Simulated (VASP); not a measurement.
Wanted: the native input for a VASP 6.6.1 run.

```
Task                   : single point
Functional             : PBE
Potentials or basis    : VASP PAW PBE potentials, release 64 (W_sv)
Cutoff                 : 520 eV
k mesh                 : 12 × 12 × 12
Occupations            : gaussian, width 0.015 eV
Spin                   : no spin polarisation
Dipole correction      : no
Further INCAR settings : ALGO = Normal; EDIFF = 1e-06; NBANDS = 13
```

The structure of W lies in POSCAR:

```
W
1.0
   -1.5823450000      1.5823450000      1.5823450000
    1.5823450000     -1.5823450000      1.5823450000
    1.5823450000      1.5823450000     -1.5823450000
W
1
Direct
    0.0000000000      0.0000000000      0.0000000000
```

The input as run:

INCAR

```
PREC = Accurate ; ENCUT = 520
EDIFF = 1E-6 ; ISMEAR = 0
SIGMA = 0.015 ; LREAL = F
LASPH = T ; NELM = 80
ALGO = Normal ; ISIF = 2
LWAVE = F ; LCHARG = F
GGA = PE ; NBANDS = 13
```

KPOINTS

```
regular mesh
0
Gamma
  12 12 12
```

Potentials or basis: VASP PAW PBE potentials, release 64 (W_sv).

Run with:

```console
$ cat potpaw_PBE.64/W_sv/POTCAR > POTCAR
$ mpirun -np 1 vasp_std > vasp.out
```

Results of the run:

```yaml
Pressure: 6.7 GPa
Band_gap_on_the_k_mesh: zero (band 7 reaches 16.61 eV, above the bottom of band 8 at 10.21 eV)
```

Caveat: spin-orbit coupling is left out, which moves the levels of the heavy elements.

It took 7.7 s on 1 thread of Intel Xeon 6975P-C, with other jobs on the host, peak memory 0.13 GiB.
